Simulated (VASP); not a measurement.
# SiC5 (R32) in VASP: a series of runs

The runs below take SiC5 through single point, with PBE.

Everything below comes from runs of VASP 6.6.1. Logs are shortened: lines on timing, memory, paths and dates and some standing lists are left out, and cuts for length are marked.

## Step 1: The cell of the first run

It takes space group R32 (No. 155, trigonal). The conventional cell has a = 4.298 Å, b = 4.298 Å, c = 12.936 Å, α = 90.00°, β = 90.00°, γ = 120.00°. Within 3.2 Å of Si (site symmetry 32) lie 14 C at 2.32 to 3.18 Å. Within 1.9 Å of C (site symmetry 2) lie 2 C at 1.42 Å. C (site symmetry 3) has 3 C at 1.42 Å within 1.9 Å.

The cell was built from a structure type or drawn by symmetry, and may not be a known phase.

## Step 2: Single point, PBE

INCAR

```
PREC     = Accurate       # precision mode
ENCUT    = 520            # plane-wave cutoff, eV
EDIFF    = 1E-6           # SCF threshold, eV
ISMEAR   = 0              # smearing method
SIGMA    = 0.1            # smearing width, eV
LREAL    = F              # projectors in reciprocal space
LASPH    = T              # aspherical terms in the spheres
NELM     = 100            # most SCF steps
ALGO     = Normal         # electronic algorithm
ISIF     = 2              # what is computed and relaxed
LWAVE    = F              # write WAVECAR
LCHARG   = F              # write CHGCAR
GGA      = PE             # functional
NBANDS   = 21             # bands
```

KPOINTS

```
regular mesh
0
Gamma
  6 6 6
```

POSCAR

```
SiC5
1.0
    2.1491899746      1.2408354088      4.3119754655
   -2.1491899746      1.2408354088      4.3119754655
    0.0000000000     -2.4816708223      4.3119754641
Si C
1 5
Direct
    0.0000000000      0.0000000000      0.0000000000
   -0.1575535908      0.5000000000      1.1575535908
    1.1575535908     -0.1575535908      0.5000000000
    0.5000000000      1.1575535908     -0.1575535908
    0.1796779229      0.1796779229      0.1796779229
    0.8203220771      0.8203220771      0.8203220771
```

Potentials or basis: VASP PAW PBE potentials, release 64 (Si, C).

Launch:

```
$ cat potpaw_PBE.64/Si/POTCAR potpaw_PBE.64/C/POTCAR > POTCAR
$ mpirun -np 1 vasp_std > vasp.out
```

OUTCAR:

```text
PREC = Accurate
   ENCUT = 520
   EDIFF = 1E-6
   ISMEAR = 0
   LREAL = F
   LASPH = T
   NELM = 100
   ISIF = 2
   GGA = PE

 ion  position               nearest neighbor table
   1  0.000  0.000  0.000-   5 2.32   6 2.32   3 2.58   3 2.58   2 2.58   4 2.58   2 2.58   4 2.58

   2  0.842  0.500  0.158-   6 1.42   5 1.42   1 2.58   1 2.58
   3  0.158  0.842  0.500-   5 1.42   6 1.42   1 2.58   1 2.58
   4  0.500  0.158  0.842-   5 1.42   6 1.42   1 2.58   1 2.58
   5  0.180  0.180  0.180-   4 1.42   3 1.42   2 1.42   1 2.32
   6  0.820  0.820  0.820-   2 1.42   3 1.42   4 1.42   1 2.32

  LATTYP: Found a trigonal (rhomboedric) cell.
 ALAT       =     4.9751203477
 COS(alpha) =     0.6267735395

  Lattice vectors:

 A1 = (   2.1491899746,   1.2408354088,   4.3119754655)
 A2 = (  -2.1491899746,   1.2408354088,   4.3119754655)
 A3 = (   0.0000000000,  -2.4816708223,   4.3119754641)

Analysis of symmetry for initial positions (statically):
=====================================================================
 Subroutine PRICEL returns:
 Original cell was already a primitive cell.

 Routine SETGRP: Setting up the symmetry group for a
 trigonal (rhombohedral) supercell.

 Subroutine GETGRP returns: Found  6 space group operations
 (whereof  6 operations were pure point group operations)
 out of a pool of 12 trial point group operations.

The static configuration has the point symmetry D_3 .

Analysis of symmetry for dynamics (positions and initial velocities):
=====================================================================
 Subroutine PRICEL returns:
 Original cell was already a primitive cell.

 Routine SETGRP: Setting up the symmetry group for a
 trigonal (rhombohedral) supercell.

 Subroutine GETGRP returns: Found  6 space group operations
 (whereof  6 operations were pure point group operations)
 out of a pool of 12 trial point group operations.

The dynamic configuration has the point symmetry D_3 .

 Subroutine INISYM returns: Found  6 space group operations
 (whereof  6 operations are pure point group operations),
 and found     1 'primitive' translations

----------------------------------------------------------------------------------------

                                     Primitive cell

  volume of cell :      68.9948

  direct lattice vectors                    reciprocal lattice vectors
     2.149189975  1.240835409  4.311975465     0.232645790  0.134318110  0.077304089
    -2.149189975  1.240835409  4.311975465    -0.232645790  0.134318110  0.077304089
     0.000000000 -2.481670822  4.311975464     0.000000000 -0.268636219  0.077304088

  length of vectors
     4.975120348  4.975120348  4.975120348     0.279537726  0.279537726  0.279537726

  position of ions in fractional coordinates (direct lattice)
     0.000000000  0.000000000  0.000000000
     0.842446409  0.500000000  0.157553591
     0.157553591  0.842446409  0.500000000
     0.500000000  0.157553591  0.842446409
     0.179677923  0.179677923  0.179677923
     0.820322077  0.820322077  0.820322077

  ion indices of the primitive-cell ions
   primitive index   ion index
                 1           1
                 2           2
                 3           3
                 4           4
                 5           5
                 6           6

----------------------------------------------------------------------------------------

 KPOINTS: regular mesh

Automatic generation of k-mesh.
 Grid dimensions read from file:
 generate k-points for:    6    6    6

 Generating k-lattice:

  Cartesian coordinates                     Fractional coordinates (reciprocal lattice)
     0.038774298  0.022386352  0.012884015     0.166666667 -0.000000000 -0.000000000
    -0.038774298  0.022386352  0.012884015    -0.000000000  0.166666667 -0.000000000
     0.000000000 -0.044772703  0.012884015     0.000000000  0.000000000  0.166666667

  Length of vectors
     0.046589621  0.046589621  0.046589621

  Shift w.r.t. Gamma in fractional coordinates (k-lattice)
     0.000000000  0.000000000  0.000000000

 Subroutine IBZKPT returns following result:
 ===========================================

 Found     32 irreducible k-points:

 Following reciprocal coordinates:
            Coordinates               Weight
  0.000000  0.000000  0.000000      1.000000
  0.166667 -0.000000  0.000000      6.000000
  0.333333 -0.000000  0.000000      6.000000
  0.500000  0.000000  0.000000      3.000000
  0.166667  0.166667  0.000000      6.000000
  0.333333  0.166667  0.000000     12.000000
[... 16 lines left out ...]
  0.500000  0.500000  0.166667      6.000000
 -0.333333  0.500000  0.166667     12.000000
 [... further k-points ...]
   k-points           NKPTS =     32   k-points in BZ     NKDIM =     32   number of bands    NBANDS=     21
   number of dos      NEDOS =    301   number of ions     NIONS =      6
   total plane-waves  NPLWV =  64000
   dimension x,y,z NGX =    40 NGY =   40 NGZ =   40
   dimension x,y,z NGXF=    80 NGYF=   80 NGZF=   80
   ions per type =               1   5
   NGX,Y,Z   is equivalent  to a cutoff of  13.37, 13.37, 13.37 a.u.
   NGXF,Y,Z  is equivalent  to a cutoff of  26.73, 26.73, 26.73 a.u.
 SYSTEM =  unknown system
   PREC   = accura    normal or accurate (medium, high low for compatibility)
   ISTART =      0    job   : 0-new  1-cont  2-samecut
   ICHARG =      2    charge: 1-file 2-atom 10-const
   ISPIN  =      1    spin polarized calculation?
   LNONCOLLINEAR =      F non collinear calculations
   LSORBIT =      F    spin-orbit coupling
   LASPH  =      T    aspherical Exc in radial PAW
   ENCUT  =  520.0 eV  38.22 Ry    6.18 a.u.   9.25  9.25  9.25*2*pi/ulx,y,z
   NELM   =    100;   NELMIN=  2; NELMDL= -5     # of ELM steps
   EDIFF  = 0.1E-05   stopping-criterion for ELM
   LREAL  =      F    real-space projection
   EDIFFG = 0.1E-04   stopping-criterion for IOM
   NSW    =      0    number of steps for IOM
   IBRION =     -1    ionic relax: 0-MD 1-quasi-New 2-CG
   NFREE  =      0    steps in history (QN), initial steepest desc. (CG)
   ISIF   =      2    stress and relaxation
   ISYM   =      2    0-nonsym 1-usesym 2-fastsym
   POTIM  = 0.5000    time-step for ionic-motion
   TEBEG  =    0.0;   TEEND  =   0.0 temperature during run
   PSTRESS=    0.0 pullay stress
   NELECT =      24.0000    total number of electrons
   NUPDOWN=      -1.0000    fix difference up-down
   EMIN   =  10.00;   EMAX   =-10.00  energy-range for DOS
   EFERMI =   0.00;   METHOD = LEGACY
   ISMEAR =     0;   SIGMA  =   0.10  broadening in eV -4-tet -1-fermi 0-gaus
   EFERMI_NEDOS =   21; number of points for ismear=-14 and -15
   IALGO  =     38    algorithm
   IMIX   =      4    mixing-type and parameters
     AMIX     =   0.40;   BMIX     =  1.00
     AMIX_MAG =   1.60;   BMIX_MAG =  1.00
  volume/ion in A,a.u.               =      11.50        77.60
  Fermi-wavevector in a.u.,A,eV,Ry     =   1.151347  2.175731 18.035896  1.325601
  Thomas-Fermi vector in A             =   2.288006
   LORBIT       =      0    0 simple, 1 ext, 2 COOP (PROOUT), +10 PAW based schemes
   GGA     = PE    functional components
   LHFCALC =     F    Hartree Fock is set to
   AEXX    =    0.0000 exact exchange contribution
   IVDW    =     0    specifies the selected vdW correction
   LEPSILON=     F    determine dielectric tensor
   LRPA    =     F    only Hartree local field effects (RPA)
 non-spin polarized calculation
 Gauss-broadening in eV      SIGMA  =   0.10
  energy-cutoff  :      520.00
  volume of cell :       68.99
 maximum number of plane-waves:      1876
 NGX is ok and might be reduce to    40
   NGX = 19   NGY = 19   NGZ = 19

 number of electron      24.0000000 magnetization

 Free energy of the ion-electron system (eV)
  ---------------------------------------------------
  ext. energy  EPLUGINS =         0.00000000
  ---------------------------------------------------
  free energy    TOTEN  =       -41.17727150 eV

  energy without entropy =      -41.16992983  energy(sigma->0) =      -41.17360067

 E-fermi :   4.8520     XC(G=0):  -9.9784

 val. band max:        4.8092965634   @ k =  -0.1667   0.5000   0.1667
 cond. band min:       4.8841697593   @ k =   0.5000   0.1667   0.1667
 fundamental gap:      0.0748731959
 Fermi energy:         4.8520450976

 k-point     1 :       0.0000    0.0000    0.0000
  band No.  band energies     occupation
      1     -14.2469      2.00000
      2      -8.7338      2.00000
      3      -7.5251      2.00000
      4      -7.5251      2.00000
      5      -3.5345      2.00000
      6      -3.5345      2.00000
[... 13 lines left out ...]
     20      13.1527      0.00000
     21      13.7123      0.00000

 k-point     2 :       0.1667   -0.0000    0.0000
  band No.  band energies     occupation
      1     -14.0640      2.00000
      2      -9.7414      2.00000
      3      -7.6758      2.00000
      4      -6.6570      2.00000
      5      -3.6232      2.00000
      6      -3.3392      2.00000
[... 13 lines left out ...]
     20      13.4852      0.00000
     21      14.0202      0.00000

 k-point     3 :       0.3333   -0.0000    0.0000
  band No.  band energies     occupation
      1     -13.5552      2.00000
      2     -11.0474      2.00000
      3      -7.9286      2.00000
      4      -5.9865      2.00000
      5      -3.3329      2.00000
      6      -3.0340      2.00000
[... 13 lines left out ...]
     20      13.9224      0.00000
     21      14.6967      0.00000
[... 457 lines left out ...]
 k-point    23 :       0.5000    0.5000    0.1667
  band No.  band energies     occupation
      1     -13.4655      2.00000
      2     -11.0904      2.00000
      3      -7.9792      2.00000
      4      -5.9927      2.00000
      5      -4.5179      2.00000
      6      -3.2905      2.00000
[... 13 lines left out ...]
     20      13.7248      0.00000
     21      14.4444      0.00000

 k-point    24 :      -0.3333    0.5000    0.1667
  band No.  band energies     occupation
      1     -13.0247      2.00000
      2     -11.7680      2.00000
      3      -8.3872      2.00000
      4      -5.2380      2.00000
      5      -4.0820      2.00000
      6      -3.3930      2.00000
[... 13 lines left out ...]
     20      13.5356      0.00000
     21      13.9947      0.00000

 [... further k-points ...]

------------------------ aborting loop because EDIFF is reached ----------------------------------------

  FORCE on cell =-STRESS in cart. coord.  units (eV):
  Direction    XX          YY          ZZ          XY          YZ          ZX
  --------------------------------------------------------------------------------------
  -------------------------------------------------------------------------------------
  Total        0.1619440      0.1619440      0.0399736      0.0000000      0.0000000      0.0000000
  in kB        3.7606145      3.7606145      0.9282546      0.0000000      0.0000000      0.0000000
  external PRESSURE =       2.8164945 kB  Pullay stress =       0.0000000 kB

 VOLUME and BASIS-vectors are now :
 -----------------------------------------------------------------------------
  energy-cutoff  :      520.00
  volume of cell :       68.99
      direct lattice vectors                 reciprocal lattice vectors
     2.149189975  1.240835409  4.311975465     0.232645790  0.134318110  0.077304089
    -2.149189975  1.240835409  4.311975465    -0.232645790  0.134318110  0.077304089
     0.000000000 -2.481670822  4.311975464     0.000000000 -0.268636219  0.077304088

 POSITION                                       TOTAL-FORCE (eV/Angst)
 -----------------------------------------------------------------------------------
      0.00000      0.00000      0.00000         0.000000     -0.000000      0.000000
      0.73598      1.27476      6.46796        -0.018926     -0.032780     -0.000000
     -1.47196     -0.00000      6.46796         0.037851     -0.000000     -0.000000
      0.73598     -1.27476      6.46796        -0.018926      0.032780      0.000000
      0.00000     -0.00000      2.32430         0.000000     -0.000000      0.011668
      0.00000     -0.00000     10.61163         0.000000      0.000000     -0.011668
 -----------------------------------------------------------------------------------
    total drift:                               -0.000000      0.000000      0.000000

  FREE ENERGIE OF THE ION-ELECTRON SYSTEM (eV)
  ---------------------------------------------------
  free  energy   TOTEN  =       -41.1772715046 eV

  energy  without entropy=      -41.1699298328  energy(sigma->0) =      -41.17360067
```

It took 2 min on 1 thread of Intel Xeon Platinum 8175M at 2.50GHz (Skylake/Cascade Lake), shared host; peak memory 0.23 GiB.

Results:

```yaml
Free_energy: -41.1773 eV
Pressure: 0.3 GPa
Largest_force: 0.038 eV/Å
Band_gap_on_the_k_mesh: zero (bands 12 and 13 overlap by 0.31 eV)
```

Forces in eV/Å, atoms in the order of the input:
```
Si   0.000  0.000  0.000
C   -0.019 -0.033  0.000
C    0.038  0.000  0.000
C   -0.019  0.033  0.000
C    0.000  0.000  0.012
C    0.000  0.000 -0.012
```

Caveat: semilocal functionals underestimate gaps, so a narrow gap can read as zero.

(Part 1 of 2 ends here.)
